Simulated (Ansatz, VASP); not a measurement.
## Two plane-wave programs on TiO2

POSCAR

```
TiO2
1.0
    4.6160000000      0.0000000000      0.0000000000
    0.0000000000      4.6160000000      0.0000000000
    0.0000000000      0.0000000000      2.9770000000
Ti O
2 4
Direct
    0.0000000000      0.0000000000      0.0000000000
    0.5000000000      0.5000000000      0.5000000000
    0.3045000000      0.3045000000      0.0000000000
    0.1955000000      0.8045000000      0.5000000000
    0.6955000000      0.6955000000      0.0000000000
    0.8045000000      0.1955000000      0.5000000000
```

INCAR.step1

```
SYSTEM = TiO2
ALGO     = Normal         ! electronic algorithm
EDIFF    = 1E-4           ! SCF threshold, eV
ENCUT    = 520            ! plane-wave cutoff, eV
GGA      = PE             ! functional
ISMEAR   = 0              ! smearing method
ISPIN    = 2              ! spin polarisation
LASPH    = .True.         ! aspherical terms in the spheres
LCHARG   = .False.        ! write CHGCAR
LDAU     = .True.         ! DFT+U
LDAUJ    = 0 0          
LDAUL    = 2 -1           ! shell
LDAUTYPE = 2            
LDAUU    = 1.3 0          ! U, eV
LMAXMIX  = 4              ! l up to which the mixer works
LREAL    = .False.        ! projectors in reciprocal space
LWAVE    = .True.         ! write WAVECAR
MAGMOM   = 1 1 0 0 0 0    ! initial moments
NBANDS   = 37             ! bands
NELM     = 150            ! most SCF steps
PREC     = Accurate       ! precision mode
SIGMA    = 0.03           ! smearing width, eV
```

Contents of INCAR.step2:

```
SYSTEM = TiO2
ALGO     = Normal         ! electronic algorithm
EDIFF    = 1E-6           ! SCF threshold, eV
ENCUT    = 520            ! plane-wave cutoff, eV
ISIF     = 2              ! what is computed and relaxed
ISMEAR   = 0              ! smearing method
ISPIN    = 2              ! spin polarisation
ISTART   = 1            
LASPH    = .True.         ! aspherical terms in the spheres
LCHARG   = .True.         ! write CHGCAR
LDAU     = .True.         ! DFT+U
LDAUJ    = 0 0          
LDAUL    = 2 -1           ! shell
LDAUPRINT= 1            
LDAUTYPE = 2            
LDAUU    = 1.3 0          ! U, eV
LELF     = .True.         ! ELF
LMAXMIX  = 4              ! l up to which the mixer works
LMIXTAU  = .True.       
LORBIT   = 11             ! projections on sites
LREAL    = .False.        ! projectors in reciprocal space
LVHAR    = .True.       
LWAVE    = .False.        ! write WAVECAR
MAGMOM   = 1 1 0 0 0 0    ! initial moments
METAGGA  = R2SCAN         ! meta-GGA
NBANDS   = 37             ! bands
NELM     = 150            ! most SCF steps
PREC     = Accurate       ! precision mode
SIGMA    = 0.03           ! smearing width, eV
```

The input KPOINTS:

```
k-points
0
Gamma
  5 5 7
  0 0 0
```

Input for Ansatz:

```yaml
crystal:
  lattice:
    - [4.616, 0.0, 0.0]
    - [0.0, 4.616, 0.0]
    - [0.0, 0.0, 2.977]
  atoms:
    - { symbol: Ti, position: [0.0, 0.0, 0.0], spin: 1.0 }
    - { symbol: Ti, position: [0.5, 0.5, 0.5], spin: 1.0 }
    - { symbol: O, position: [0.3045, 0.3045, 0.0] }
    - { symbol: O, position: [0.1955, 0.8045, 0.5] }
    - { symbol: O, position: [0.6955, 0.6955, 0.0] }
    - { symbol: O, position: [0.8045, 0.1955, 0.5] }
magnetization:
  spin_polarized: true
hamiltonian:
  xc: r2scan
  pseudopotentials: { kind: paw }
  hubbard: { sites: [{ species: Ti, l: d, u_eff: 1.3 }] }
basis:
  ecutwfc: 500
kpoints:
  mp_grid: { grid: [5, 5, 7] }
scf:
  occupations: { method: gaussian, width: 0.03 }
  lower_state_search: "off"
output:
  forces: true
  stress: true
```

Alike in both runs: task single point; functional r2SCAN; k mesh 5 × 5 × 7; occupations gaussian, width 0.03 eV; collinear spin; Hubbard terms Ti d U = 1.3 eV.

```csv
,VASP,Ansatz
version,VASP 6.6.1,Ansatz 0.2.0
potentials or method,"VASP PAW PBE potentials, release 64 (Ti_sv, O), cutoff 520 eV","PAW, plane waves, scalar-relativistic"
valence electrons in the cell,48,48
```

```tsv
	VASP	Ansatz	Ansatz less VASP
pressure (GPa)	-0.6	-3.0	-2.42
traceless stress, the component that is largest in VASP (GPa)	0.16	-0.41	-0.572
rms of the force components (eV/Å)	0.012	0.045	+0.0332
net moment per atom (μB)	0.00	0.00	0.000
```

VASP's potentials were made for PBE, not for r2SCAN. The programs project onto different local orbitals, so the same U acts differently, and such runs can settle in different states. Atom by atom the forces differ by 0.033 eV/Å (rms over components). Ansatz's warnings: seeded moment not kept, stability check not made.
